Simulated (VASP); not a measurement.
Write the native input for VASP 6.6.1 that does the following.

- Task: single point
- Functional: r2SCAN
- Potentials or basis: VASP PAW PBE potentials, release 64 (Ti_sv)
- Cutoff: 520 eV
- k mesh: 12 × 12 × 14
- Occupations: gaussian, width 0.1 eV
- Spin: no spin polarisation
- Dipole correction: no
- Further INCAR settings: ALGO = Normal; EDIFF = 1e-06; NBANDS = 25

Crystal: Ti.

```
Ti
1.0
     4.72120    0.00000    0.00000
    -2.36060    4.08868    0.00000
     0.00000    0.00000    2.90888
Ti
3
Cartesian
  0.0000 0.0000 0.0000
  0.0000 2.7258 1.4544
  2.3606 1.3629 1.4544
```

This cell differs from its parent crystal: volume scaled by 1.10, then relaxed in part.

One way to write it, as run:

POSCAR

```
Ti
1.0
    4.7211973710      0.0000000000      0.0000000000
   -2.3605986855      4.0886768595      0.0000000000
    0.0000000000      0.0000000000      2.9088807164
Ti
3
Direct
    0.0000000000      0.0000000000      0.0000000000
    0.3333333333      0.6666666667      0.5000000000
    0.6666666667      0.3333333333      0.5000000000
```

INCAR.step1

```
PREC = Accurate ; ENCUT = 520
ISMEAR = 0 ; SIGMA = 0.1
LREAL = False ; LASPH = True
NELM = 100 ; NBANDS = 25
GGA = PE ; ALGO = Normal
EDIFF = 1E-4 ; LWAVE = True
LCHARG = False
```

INCAR.step2

```
PREC = Accurate ; ENCUT = 520
EDIFF = 1E-6 ; ISMEAR = 0
SIGMA = 0.1 ; LREAL = False
LASPH = True ; NELM = 100
ALGO = Normal ; ISIF = 2
LWAVE = False ; LCHARG = True
METAGGA = R2SCAN ; LMIXTAU = True
LELF = True ; LVHAR = True
NBANDS = 25 ; ISTART = 1
```

KPOINTS

```
regular mesh
0
Gamma
  12 12 14
```

Potentials or basis: VASP PAW PBE potentials, release 64 (Ti_sv).

The run is started by

```console
$ cat potpaw_PBE.64/Ti_sv/POTCAR > POTCAR
$ cp INCAR.step1 INCAR
$ mpirun -np 1 vasp_std > vasp.out
$ cp INCAR.step2 INCAR
$ mpirun -np 1 vasp_std > vasp.out
```

Results of the run:

The pressure is -9.2 GPa and the band gap on the k mesh is zero (band 18 reaches 7.65 eV, above the bottom of band 19 at 7.43 eV).

Caveat: the PAW data sets were made with another functional, which shifts forces and pressure a little.

Wall time 11 min on 1 thread of Intel(R) Xeon(R) Platinum 8259CL CPU @ 2.50GHz (Skylake/Cascade Lake), with other jobs on the host, peak memory 0.29 GiB.
